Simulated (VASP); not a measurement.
# Al2Pt (Fm-3m) in VASP: notebook

Al2Pt is run at these levels: PBE, r2SCAN; tasks: single point.

Program: VASP 6.6.1. These are calculated values, not measurements. Logs are shortened: lines on timing, memory, paths and dates and some standing lists are left out, and cuts for length are marked.

**1. The cell of the first run**

It takes space group Fm-3m (No. 225, cubic). Conventional cell: a = 6.026 Å, b = 6.026 Å, c = 6.026 Å, α = 90.00°, β = 90.00°, γ = 90.00°. Within 3.4 Å of Pt (site symmetry m-3m) lie 8 Al at 2.61 Å. Within 3.4 Å of Al (site symmetry -43m) lie 4 Pt at 2.61 Å and 6 Al at 3.01 Å.

**2. Single point, PBE**

The input, INCAR:

```
PREC     = Accurate       # precision mode
ENCUT    = 520            # plane-wave cutoff, eV
EDIFF    = 1E-6           # SCF threshold, eV
ISMEAR   = -1             # smearing method
SIGMA    = 0.05           # smearing width, eV
LREAL    = False          # projectors in reciprocal space
LASPH    = True           # aspherical terms in the spheres
NELM     = 100            # most SCF steps
ALGO     = Normal         # electronic algorithm
ISIF     = 2              # what is computed and relaxed
LWAVE    = False          # write WAVECAR
LCHARG   = False          # write CHGCAR
GGA      = PE             # functional
NBANDS   = 15             # bands
```

The input, KPOINTS:

```
Automatic mesh
0
Gamma
  8 8 8
```

The input, POSCAR:

```
Al2Pt
1.0
    0.0000000000      3.0129558903      3.0129558903
    3.0129558903      0.0000000000      3.0129558903
    3.0129558903      3.0129558903      0.0000000000
Pt Al
1 2
Direct
    0.0000000000      0.0000000000      0.0000000000
    0.7500000000      0.7500000000      0.7500000000
    0.2500000000      0.2500000000      0.2500000000
```

Potentials or basis: VASP PAW PBE potentials, release 64 (Pt, Al).

Launch:

```bash
$ cat potpaw_PBE.64/Pt/POTCAR potpaw_PBE.64/Al/POTCAR > POTCAR
$ mpirun -np 1 vasp_std > vasp.out
```

OUTCAR:

```text
PREC = Accurate
   ENCUT = 520
   EDIFF = 1E-6
   ISMEAR = -1
   LREAL = False
   LASPH = True
   NELM = 100
   ISIF = 2
   GGA = PE

 ion  position               nearest neighbor table
   1  0.000  0.000  0.000-   2 2.61   2 2.61   2 2.61   3 2.61   3 2.61   3 2.61   3 2.61   2 2.61

   2  0.750  0.750  0.750-   1 2.61   1 2.61   1 2.61   1 2.61   3 3.01   3 3.01   3 3.01   3 3.01
                             3 3.01   3 3.01
   3  0.250  0.250  0.250-   1 2.61   1 2.61   1 2.61   1 2.61   2 3.01   2 3.01   2 3.01   2 3.01
                             2 3.01   2 3.01

  LATTYP: Found a face centered cubic cell.
 ALAT       =     6.0259117806

  Lattice vectors:

 A1 = (   0.0000000000,   3.0129558903,   3.0129558903)
 A2 = (   3.0129558903,   0.0000000000,   3.0129558903)
 A3 = (   3.0129558903,   3.0129558903,   0.0000000000)

Analysis of symmetry for initial positions (statically):
=====================================================================
 Subroutine PRICEL returns:
 Original cell was already a primitive cell.

 Routine SETGRP: Setting up the symmetry group for a
 face centered cubic supercell.

 Subroutine GETGRP returns: Found 48 space group operations
 (whereof 48 operations were pure point group operations)
 out of a pool of 48 trial point group operations.

The static configuration has the point symmetry O_h .

Analysis of symmetry for dynamics (positions and initial velocities):
=====================================================================
 Subroutine PRICEL returns:
 Original cell was already a primitive cell.

 Routine SETGRP: Setting up the symmetry group for a
 face centered cubic supercell.

 Subroutine GETGRP returns: Found 48 space group operations
 (whereof 48 operations were pure point group operations)
 out of a pool of 48 trial point group operations.

The dynamic configuration has the point symmetry O_h .

 Subroutine INISYM returns: Found 48 space group operations
 (whereof 48 operations are pure point group operations),
 and found     1 'primitive' translations

----------------------------------------------------------------------------------------

                                     Primitive cell

  volume of cell :      54.7026

  direct lattice vectors                    reciprocal lattice vectors
     0.000000000  3.012955890  3.012955890    -0.165949990  0.165949990  0.165949990
     3.012955890  0.000000000  3.012955890     0.165949990 -0.165949990  0.165949990
     3.012955890  3.012955890  0.000000000     0.165949990  0.165949990 -0.165949990

  length of vectors
     4.260963083  4.260963083  4.260963083     0.287433814  0.287433814  0.287433814

  position of ions in fractional coordinates (direct lattice)
     0.000000000  0.000000000  0.000000000
     0.750000000  0.750000000  0.750000000
     0.250000000  0.250000000  0.250000000

  ion indices of the primitive-cell ions
   primitive index   ion index
                 1           1
                 2           2
                 3           3

----------------------------------------------------------------------------------------

 KPOINTS: Automatic mesh

Automatic generation of k-mesh.
 Grid dimensions read from file:
 generate k-points for:    8    8    8

 Generating k-lattice:

  Cartesian coordinates                     Fractional coordinates (reciprocal lattice)
    -0.020743749  0.020743749  0.020743749     0.125000000  0.000000000  0.000000000
     0.020743749 -0.020743749  0.020743749     0.000000000  0.125000000  0.000000000
     0.020743749  0.020743749 -0.020743749     0.000000000  0.000000000  0.125000000

  Length of vectors
     0.035929227  0.035929227  0.035929227

  Shift w.r.t. Gamma in fractional coordinates (k-lattice)
     0.000000000  0.000000000  0.000000000

 Subroutine IBZKPT returns following result:
 ===========================================

 Found     29 irreducible k-points:

 Following reciprocal coordinates:
            Coordinates               Weight
  0.000000  0.000000  0.000000      1.000000
  0.125000  0.000000  0.000000      8.000000
  0.250000  0.000000  0.000000      8.000000
  0.375000  0.000000  0.000000      8.000000
  0.500000  0.000000  0.000000      4.000000
  0.125000  0.125000  0.000000      6.000000
[... 16 lines left out ...]
  0.500000  0.250000  0.125000     48.000000
 -0.375000  0.250000  0.125000     24.000000
 [... further k-points ...]
   k-points           NKPTS =     29   k-points in BZ     NKDIM =     29   number of bands    NBANDS=     15
   number of dos      NEDOS =    301   number of ions     NIONS =      3
   total plane-waves  NPLWV =  32768
   dimension x,y,z NGX =    32 NGY =   32 NGZ =   32
   dimension x,y,z NGXF=    64 NGYF=   64 NGZF=   64
   ions per type =               1   2
   NGX,Y,Z   is equivalent  to a cutoff of  12.49, 12.49, 12.49 a.u.
   NGXF,Y,Z  is equivalent  to a cutoff of  24.97, 24.97, 24.97 a.u.
 SYSTEM =  unknown system
   PREC   = accura    normal or accurate (medium, high low for compatibility)
   ISTART =      0    job   : 0-new  1-cont  2-samecut
   ICHARG =      2    charge: 1-file 2-atom 10-const
   ISPIN  =      1    spin polarized calculation?
   LNONCOLLINEAR =      F non collinear calculations
   LSORBIT =      F    spin-orbit coupling
   LASPH  =      T    aspherical Exc in radial PAW
   ENCUT  =  520.0 eV  38.22 Ry    6.18 a.u.   7.92  7.92  7.92*2*pi/ulx,y,z
   NELM   =    100;   NELMIN=  2; NELMDL= -5     # of ELM steps
   EDIFF  = 0.1E-05   stopping-criterion for ELM
   LREAL  =      F    real-space projection
   EDIFFG = 0.1E-04   stopping-criterion for IOM
   NSW    =      0    number of steps for IOM
   IBRION =     -1    ionic relax: 0-MD 1-quasi-New 2-CG
   NFREE  =      0    steps in history (QN), initial steepest desc. (CG)
   ISIF   =      2    stress and relaxation
   ISYM   =      2    0-nonsym 1-usesym 2-fastsym
   POTIM  = 0.5000    time-step for ionic-motion
   TEBEG  =    0.0;   TEEND  =   0.0 temperature during run
   PSTRESS=    0.0 pullay stress
   NELECT =      16.0000    total number of electrons
   NUPDOWN=      -1.0000    fix difference up-down
   EMIN   =  10.00;   EMAX   =-10.00  energy-range for DOS
   EFERMI =   0.00;   METHOD = LEGACY
   ISMEAR =    -1;   SIGMA  =   0.05  broadening in eV -4-tet -1-fermi 0-gaus
   EFERMI_NEDOS =   21; number of points for ismear=-14 and -15
   IALGO  =     38    algorithm
   IMIX   =      4    mixing-type and parameters
     AMIX     =   0.40;   BMIX     =  1.00
     AMIX_MAG =   1.60;   BMIX_MAG =  1.00
  volume/ion in A,a.u.               =      18.23       123.05
  Fermi-wavevector in a.u.,A,eV,Ry     =   1.086706  2.053577 16.067526  1.180930
  Thomas-Fermi vector in A             =   2.222849
   LORBIT       =      0    0 simple, 1 ext, 2 COOP (PROOUT), +10 PAW based schemes
   GGA     = PE    functional components
   LHFCALC =     F    Hartree Fock is set to
   AEXX    =    0.0000 exact exchange contribution
   IVDW    =     0    specifies the selected vdW correction
   LEPSILON=     F    determine dielectric tensor
   LRPA    =     F    only Hartree local field effects (RPA)
 non-spin polarized calculation
  energy-cutoff  :      520.00
  volume of cell :       54.70
 maximum number of plane-waves:      1480
   NGX = 15   NGY = 15   NGZ = 15

 number of electron      16.0000001 magnetization

 Free energy of the ion-electron system (eV)
  ---------------------------------------------------
  ext. energy  EPLUGINS =         0.00000000
  ---------------------------------------------------
  free energy    TOTEN  =       -16.21110619 eV

  energy without entropy =      -16.19783216  energy(sigma->0) =      -16.20446917

 E-fermi :   7.1947     XC(G=0): -10.4491

 val. band max:        7.1117272008   @ k =   0.3750   0.2500   0.0000
 cond. band min:       7.2006662982   @ k =   0.2500   0.2500   0.0000
 fundamental gap:      0.0889390975
 Fermi energy:         7.1947197038

 k-point     1 :       0.0000    0.0000    0.0000
  band No.  band energies     occupation
      1      -2.5956      2.00000
      2       2.4791      2.00000
      3       2.4791      2.00000
      4       2.4791      2.00000
      5       3.7704      2.00000
      6       3.7704      2.00000
      7       9.7476      0.00000
      8      11.0066      0.00000
      9      11.0066      0.00000
     10      11.0066      0.00000
     11      12.3185      0.00000
     12      12.3185      0.00000
     13      12.3185      0.00000
     14      13.3616      0.00000
     15      13.3616      0.00000

 k-point     2 :       0.1250    0.0000    0.0000
  band No.  band energies     occupation
      1      -2.3908      2.00000
      2       2.3494      2.00000
      3       2.5453      2.00000
      4       2.5453      2.00000
      5       3.7496      2.00000
      6       3.7496      2.00000
      7       8.7807      0.00000
      8      10.1477      0.00000
      9      10.4069      0.00000
     10      10.4069      0.00000
     11      12.8880      0.00000
     12      12.8880      0.00000
     13      12.9849      0.00000
     14      13.1263      0.00000
     15      13.1263      0.00000

 k-point     3 :       0.2500    0.0000    0.0000
  band No.  band energies     occupation
      1      -1.7999      2.00000
      2       2.0406      2.00000
      3       2.6858      2.00000
      4       2.6858      2.00000
      5       3.7525      2.00000
      6       3.7525      2.00000
      7       6.3719      2.00000
      8       9.4354      0.00000
      9       9.4354      0.00000
     10      10.6256      0.00000
     11      12.3900      0.00000
     12      12.4871      0.00000
     13      12.4871      0.00000
     14      14.3301      0.00000
     15      14.3301      0.00000
[... 343 lines left out ...]
 k-point    23 :       0.5000    0.2500    0.1250
  band No.  band energies     occupation
      1      -0.4022      2.00000
      2       1.6125      2.00000
      3       2.6987      2.00000
      4       3.0798      2.00000
      5       3.6262      2.00000
      6       3.8390      2.00000
      7       4.5587      2.00000
      8       6.3657      2.00000
      9       7.7802      0.00002
     10      11.0301      0.00000
     11      12.0910      0.00000
     12      13.1568      0.00000
     13      14.0792      0.00000
     14      14.9140      0.00000
     15      16.4178      0.00000

 k-point    24 :      -0.3750    0.2500    0.1250
  band No.  band energies     occupation
      1       0.2239      2.00000
      2       1.3982      2.00000
      3       2.6509      2.00000
      4       3.0930      2.00000
      5       3.2945      2.00000
      6       3.9412      2.00000
      7       4.1679      2.00000
      8       6.2654      2.00000
      9       7.3589      0.07226
     10      10.9385      0.00000
     11      12.1310      0.00000
     12      13.8470      0.00000
     13      14.2460      0.00000
     14      15.3512      0.00000
     15      15.6618      0.00000

 [... further k-points ...]
[... 5 lines left out ...]
  --------------------------------------------------------------------------------------
  -------------------------------------------------------------------------------------
  Total       -1.6550411     -1.6550411     -1.6550411      0.0000000      0.0000000      0.0000000
  in kB      -48.4742434    -48.4742434    -48.4742434      0.0000000      0.0000000      0.0000000
  external PRESSURE =     -48.4742434 kB  Pullay stress =       0.0000000 kB

 VOLUME and BASIS-vectors are now :
 -----------------------------------------------------------------------------
  energy-cutoff  :      520.00
  volume of cell :       54.70
      direct lattice vectors                 reciprocal lattice vectors
     0.000000000  3.012955890  3.012955890    -0.165949990  0.165949990  0.165949990
     3.012955890  0.000000000  3.012955890     0.165949990 -0.165949990  0.165949990
     3.012955890  3.012955890  0.000000000     0.165949990  0.165949990 -0.165949990

 POSITION                                       TOTAL-FORCE (eV/Angst)
 -----------------------------------------------------------------------------------
      0.00000      0.00000      0.00000         0.000000     -0.000000     -0.000000
      4.51943      4.51943      4.51943         0.000000      0.000000      0.000000
      1.50648      1.50648      1.50648        -0.000000     -0.000000     -0.000000
 -----------------------------------------------------------------------------------
    total drift:                                0.000000     -0.000000      0.000000

  FREE ENERGIE OF THE ION-ELECTRON SYSTEM (eV)
  ---------------------------------------------------
  free  energy   TOTEN  =       -16.2111061888 eV

  energy  without entropy=      -16.1978321589  energy(sigma->0) =      -16.20446917
```

Wall time 16 s (1 thread of Intel Xeon Platinum 8259CL at 2.50GHz (Skylake/Cascade Lake), shared host); peak memory 0.18 GiB.

Results:

| Item | Value |
| --- | --- |
| Free energy | -16.2111 eV |
| Pressure | -4.8 GPa |
| Band gap on the k mesh | zero (band 8 reaches 11.01 eV, above the bottom of band 9 at 5.74 eV) |

Caveat: spin-orbit coupling is left out, which moves the levels of the heavy elements.

**3. Single point, r2SCAN**

This run uses another cell than the first one, of 16.17 Å³/atom, 0.887 times its volume.

The input, POSCAR:

```
Al2Pt
1.0
    0.0000000000      2.8946769513      2.8946769513
    2.8946769513      0.0000000000      2.8946769513
    2.8946769513      2.8946769513      0.0000000000
Pt Al
1 2
Direct
    0.0000000000      0.0000000000      0.0000000000
    0.7500000000      0.7500000000      0.7500000000
    0.2500000000      0.2500000000      0.2500000000
```

The input, INCAR.step1:

```
ALGO = Normal ; EDIFF = 1E-4
ENCUT = 520 ; GGA = PE
ISMEAR = -1 ; LASPH = T
LCHARG = F ; LREAL = F
LWAVE = T ; NBANDS = 15
NELM = 80 ; PREC = Accurate
SIGMA = 0.05
```

The input, INCAR.step2:

```
ALGO = Normal ; EDIFF = 1E-6
ENCUT = 520 ; ISIF = 2
ISMEAR = -1 ; ISTART = 1
LASPH = T ; LCHARG = T
LELF = T ; LMIXTAU = T
LREAL = F ; LVHAR = T
LWAVE = F ; METAGGA = R2SCAN
NBANDS = 15 ; NELM = 80
PREC = Accurate ; SIGMA = 0.05
```

The input, KPOINTS:

```
k-points
0
Gamma
  8 8 8
```

Potentials or basis: VASP PAW PBE potentials, release 64 (Pt, Al).

Launch:

```bash
$ cat potpaw_PBE.64/Pt/POTCAR potpaw_PBE.64/Al/POTCAR > POTCAR
$ cp INCAR.step1 INCAR
$ mpirun -np 1 vasp_std > vasp.out
$ cp INCAR.step2 INCAR
$ mpirun -np 1 vasp_std > vasp.out
```

Run time: 95 s. Hardware: 1 thread of Intel Xeon Platinum 8259CL at 2.50GHz (Skylake/Cascade Lake), shared host; peak memory 0.18 GiB.

Results (log left out):

| Quantity | Value |
| --- | --- |
| Free energy | -67.8186 eV |
| Pressure | 9.3 GPa |
| Band gap on the k mesh | zero (band 8 reaches 12.57 eV, above the bottom of band 9 at 6.72 eV) |

Levels at points of the mesh, in eV from the Fermi level:
| k point | band 5 | band 6 | band 7 | band 8 | band 9 | band 10 | band 11 | band 12 |
| --- | --- | --- | --- | --- | --- | --- | --- | --- |
| (0.00, 0.00, 0.00) | -4.17 | -4.17 | 4.03 | 4.03 | 4.03 | 4.20 | 6.17 | 6.17 |
| (0.50, 0.00, 0.00) | -4.10 | -3.89 | -3.89 | 1.06 | 1.06 | 4.47 | 5.83 | 5.83 |
| (0.50, 0.50, 0.00) | -4.20 | -3.81 | -3.57 | -1.82 | -1.82 | 3.85 | 4.03 | 8.50 |

Caveat: the PAW data sets were made with another functional, which shifts forces and pressure a little; spin-orbit coupling is left out, which moves the levels of the heavy elements.
